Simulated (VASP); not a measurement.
# PbS (Galena) in VASP: further runs, part 3 of 3

VASP 6.6.1. Earlier steps stand in the parts before.

## (6) Single point, PBE

Input file INCAR:

```
  PREC = Accurate
  ENCUT = 520
  EDIFF = 1E-6
  ISMEAR = -1
  SIGMA = 0.1
  LREAL = F
  LASPH = T
  NELM = 60
  ALGO = Normal
  ISIF = 2
  LWAVE = F
  LCHARG = T
  GGA = PE
  LELF = T
  LVHAR = T
  NBANDS = 17
```

Input file KPOINTS:

```
regular mesh
0
Gamma
  6 6 6
```

Input file POSCAR:

```
PbS
1.0
    0.0000000000      2.9657500000      2.9657500000
    2.9657500000      0.0000000000      2.9657500000
    2.9657500000      2.9657500000      0.0000000000
Pb S
1 1
Direct
    0.0168591419      0.0168591419     -0.0168591419
    0.5000000000      0.5000000000      0.5000000000
```

Potentials or basis: VASP PAW PBE potentials, release 64 (Pb_d, S).

Launch:

```
> cat potpaw_PBE.64/Pb_d/POTCAR potpaw_PBE.64/S/POTCAR > POTCAR
> mpirun -np 1 vasp_std > vasp.out
```

OUTCAR:

```text
PREC = Accurate
   ENCUT = 520
   EDIFF = 1E-6
   ISMEAR = -1
   LREAL = F
   LASPH = T
   NELM = 60
   ISIF = 2
   GGA = PE

 ion  position               nearest neighbor table
   1  0.017  0.017  0.983-   2 2.87   2 2.97   2 2.97   2 2.97   2 2.97   2 3.07
   2  0.500  0.500  0.500-   1 2.87   1 2.97   1 2.97   1 2.97   1 2.97   1 3.07

  LATTYP: Found a face centered cubic cell.
 ALAT       =     5.9315000000

  Lattice vectors:

 A1 = (   0.0000000000,   2.9657500000,   2.9657500000)
 A2 = (   2.9657500000,   0.0000000000,   2.9657500000)
 A3 = (   2.9657500000,   2.9657500000,   0.0000000000)

Analysis of symmetry for initial positions (statically):
=====================================================================
 Subroutine PRICEL returns:
 Original cell was already a primitive cell.

 Routine SETGRP: Setting up the symmetry group for a
 face centered cubic supercell.

 Subroutine GETGRP returns: Found  8 space group operations
 (whereof  8 operations were pure point group operations)
 out of a pool of 48 trial point group operations.

The static configuration has the point symmetry C_4v.

Analysis of symmetry for dynamics (positions and initial velocities):
=====================================================================
 Subroutine PRICEL returns:
 Original cell was already a primitive cell.

 Routine SETGRP: Setting up the symmetry group for a
 face centered cubic supercell.

 Subroutine GETGRP returns: Found  8 space group operations
 (whereof  8 operations were pure point group operations)
 out of a pool of 48 trial point group operations.

The dynamic configuration has the point symmetry C_4v.

 Subroutine INISYM returns: Found  8 space group operations
 (whereof  8 operations are pure point group operations),
 and found     1 'primitive' translations

----------------------------------------------------------------------------------------

[... 108 lines left out ...]
   EFERMI_NEDOS =   21; number of points for ismear=-14 and -15
   IALGO  =     38    algorithm
   IMIX   =      4    mixing-type and parameters
     AMIX     =   0.40;   BMIX     =  1.00
     AMIX_MAG =   1.60;   BMIX_MAG =  1.00
  volume/ion in A,a.u.               =      26.09       176.04
  Fermi-wavevector in a.u.,A,eV,Ry     =   1.189251  2.247359 19.242973  1.414319
  Thomas-Fermi vector in A             =   2.325363
   LORBIT       =      0    0 simple, 1 ext, 2 COOP (PROOUT), +10 PAW based schemes
   GGA     = PE    functional components
   LHFCALC =     F    Hartree Fock is set to
   AEXX    =    0.0000 exact exchange contribution
   IVDW    =     0    specifies the selected vdW correction
   LEPSILON=     F    determine dielectric tensor
   LRPA    =     F    only Hartree local field effects (RPA)
 non-spin polarized calculation
  energy-cutoff  :      520.00
  volume of cell :       52.17
 maximum number of plane-waves:      1420
   NGX = 15   NGY = 15   NGZ = 15

 number of electron      19.9999998 magnetization

 Free energy of the ion-electron system (eV)
  ---------------------------------------------------
  ext. energy  EPLUGINS =         0.00000000
  ---------------------------------------------------
  free energy    TOTEN  =        -8.75611824 eV

  energy without entropy =       -8.75389524  energy(sigma->0) =       -8.75500674

 E-fermi :   6.0059     XC(G=0):  -9.6826

 val. band max:        5.7684947472   @ k =   0.5000   0.0000   0.0000
 cond. band min:       6.2419177311   @ k =   0.5000   0.0000   0.0000
 fundamental gap:      0.4734229839
 Fermi energy:         6.0058922481

 k-point     1 :       0.0000    0.0000    0.0000
  band No.  band energies     occupation
      1     -10.9983      2.00000
      2     -10.9960      2.00000
      3     -10.9960      2.00000
      4     -10.9820      2.00000
      5     -10.9816      2.00000
      6      -7.7932      2.00000
[... 457 lines left out ...]
      4     -10.9552      2.00000
      5     -10.9538      2.00000
      6      -6.5057      2.00000
[... 9 lines left out ...]
     16      16.4540      0.00000
     17      16.7726      0.00000

 [... further k-points ...]

------------------------ aborting loop because EDIFF is reached ----------------------------------------

  FORCE on cell =-STRESS in cart. coord.  units (eV):
  Direction    XX          YY          ZZ          XY          YZ          ZX
  --------------------------------------------------------------------------------------
  -------------------------------------------------------------------------------------
  Total        0.6755621      0.6755621      0.8164338      0.0000000      0.0000000      0.0000000
  in kB       20.7463773     20.7463773     25.0725167      0.0000000      0.0000000      0.0000000
  external PRESSURE =      22.1884238 kB  Pullay stress =       0.0000000 kB

 VOLUME and BASIS-vectors are now :
 -----------------------------------------------------------------------------
  energy-cutoff  :      520.00
  volume of cell :       52.17
      direct lattice vectors                 reciprocal lattice vectors
     0.000000000  2.965750000  2.965750000    -0.168591419  0.168591419  0.168591419
     2.965750000  0.000000000  2.965750000     0.168591419 -0.168591419  0.168591419
     2.965750000  2.965750000  0.000000000     0.168591419  0.168591419 -0.168591419

 POSITION                                       TOTAL-FORCE (eV/Angst)
 -----------------------------------------------------------------------------------
      2.96575      2.96575      0.10000         0.000000      0.000000     -0.059375
      2.96575      2.96575      2.96575         0.000000      0.000000      0.059375
 -----------------------------------------------------------------------------------
    total drift:                                0.000000      0.000000      0.000085

  FREE ENERGIE OF THE ION-ELECTRON SYSTEM (eV)
  ---------------------------------------------------
  free  energy   TOTEN  =        -8.7561182402 eV

  energy  without entropy=       -8.7538952439  energy(sigma->0) =       -8.75500674
```

Run time: 8.4 s. Hardware: 1 thread of Intel Xeon 6975P-C (Granite Rapids), shared host; peak memory 0.18 GiB.

Results:

```
Free energy            : -8.7561 eV
Pressure               : 2.2 GPa
Largest force          : 0.059 eV/Å
Band gap on the k mesh : 0.47 eV, direct
```

Forces on the atoms (eV/Å):
```
Pb   0.000  0.000 -0.059
S    0.000  0.000  0.059
```

Levels at points of the mesh, in eV from the valence-band top:
```
           k point  band 6  band 7  band 8  band 9  band 10  band 11  band 12  band 13  band 14  band 15
(0.00, 0.00, 0.00)  -13.56   -5.98   -2.14   -2.12    -2.12     5.18     5.18     5.28     6.78     6.87
(0.50, 0.00, 0.00)  -12.32   -8.79   -1.77   -1.74     0.00     0.47     2.02     2.07     8.68    10.17
(0.50, 0.50, 0.00)  -11.88   -7.22   -5.08   -3.40    -3.40     3.91     5.64     5.74     5.74    11.20
(0.00, 0.50, 0.50)  -11.89   -7.15   -5.15   -3.39    -3.38     3.82     5.62     5.77     5.83    11.21
```

Caveat: spin-orbit coupling is left out, which moves the levels of the heavy elements.
